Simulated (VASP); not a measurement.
Set up this calculation in VASP 6.6.1, as the native input.

```
Task                   : single point
Functional             : PBE
Dispersion             : D3(BJ)
Potentials or basis    : VASP PAW PBE potentials, release 64 (C)
Cutoff                 : 520 eV
k mesh                 : 12 × 12 × 12
Occupations            : gaussian, width 0.02 eV
Spin                   : no spin polarisation
Dipole correction      : no
Further INCAR settings : ALGO = Normal; EDIFF = 1e-06; NBANDS = 11
```

The structure of C lies in POSCAR:

```
C
1.0
    0.0000000000      1.7784442572      1.7784442572
    1.7784442572      0.0000000000      1.7784442572
    1.7784442572      1.7784442572      0.0000000000
C
2
Direct
    0.0000000000      0.0000000000      0.0000000000
    0.2500000000      0.2500000000      0.2500000000
```

One way to write it, as run:

INCAR

```
ALGO = Normal
EDIFF = 1E-6
ENCUT = 520
GGA = PE
ISIF = 2
ISMEAR = 0
IVDW = 12
LASPH = T
LCHARG = F
LREAL = F
LWAVE = F
NBANDS = 11
NELM = 80
PREC = Accurate
SIGMA = 0.02
```

KPOINTS

```
k-points
0
Gamma
  12 12 12
```

Potentials or basis: VASP PAW PBE potentials, release 64 (C).

Launch:

```console
$ cat potpaw_PBE.64/C/POTCAR > POTCAR
$ mpirun -np 1 vasp_std > vasp.out
```

It gave:

- Pressure: 0.7 GPa
- Band gap on the k mesh: 4.17 eV, indirect (least direct gap 5.61 eV)
- Dispersion energy per atom: -0.193 eV

Wall time 11 s on 1 thread of Intel(R) Xeon(R) Platinum 8259CL CPU @ 2.50GHz (Skylake/Cascade Lake), on a shared host, peak memory 0.13 GiB.
